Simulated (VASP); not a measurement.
Here is a VASP 6.6.1 calculation.

Contents of POSCAR:

```
AlN
1.0
    0.0000000000      2.1848764128      2.2176495589
    2.1848764128      0.0000000000      2.2176495589
    2.1848764128      2.1848764128      0.0000000000
Al N
1 1
Direct
    0.0000000000      0.0000000000      0.0000000000
    0.2500000000      0.2500000000      0.2500000000
```

Contents of INCAR.step1:

```
ALGO = Normal
EDIFF = 1E-5
ENCUT = 520
GGA = PE
ISIF = 2
ISMEAR = 0
LASPH = True
LCHARG = False
LREAL = False
LWAVE = True
NBANDS = 11
NELM = 80
PREC = Accurate
SIGMA = 0.01
```

The input INCAR.step2:

```
ALGO = Normal
EDIFF = 1E-6
ENCUT = 520
GGA = PE
HFSCREEN = 0.2079
ISIF = 2
ISMEAR = 0
ISTART = 1
LASPH = True
LCHARG = False
LHFCALC = True
LREAL = False
LWAVE = False
NBANDS = 11
NELM = 80
PREC = Accurate
PRECFOCK = Normal
SIGMA = 0.01
```

File KPOINTS:

```
k-points
0
Gamma
  8 8 8
```

Potentials or basis: VASP PAW PBE potentials, release 64 (Al, N).

Run with:

```bash
$ cat potpaw_PBE.64/Al/POTCAR potpaw_PBE.64/N/POTCAR > POTCAR
$ cp INCAR.step1 INCAR
$ mpirun -np 1 vasp_std > vasp.out
$ cp INCAR.step2 INCAR
$ mpirun -np 1 vasp_std > vasp.out
```

**Question.** Estimate the band gap on the k mesh.

**Answer.** 4.49 eV (least direct gap 5.37 eV).

**Question.** Predict the pressure.

**Answer.** -3.9 GPa.

Stress tensor (GPa, compression positive):
```
-3.11  0.00  0.00
 0.00 -3.11  0.00
 0.00  0.00 -5.38
```

Caveat: the cell differs from its parent crystal (uniaxial z strain +1.5%); the cell stands under tension; the structure was generated, so it needn't be the stable form of AlN; the PAW data sets were made with another functional, which shifts forces and pressure a little. A k mesh can miss the band edges.
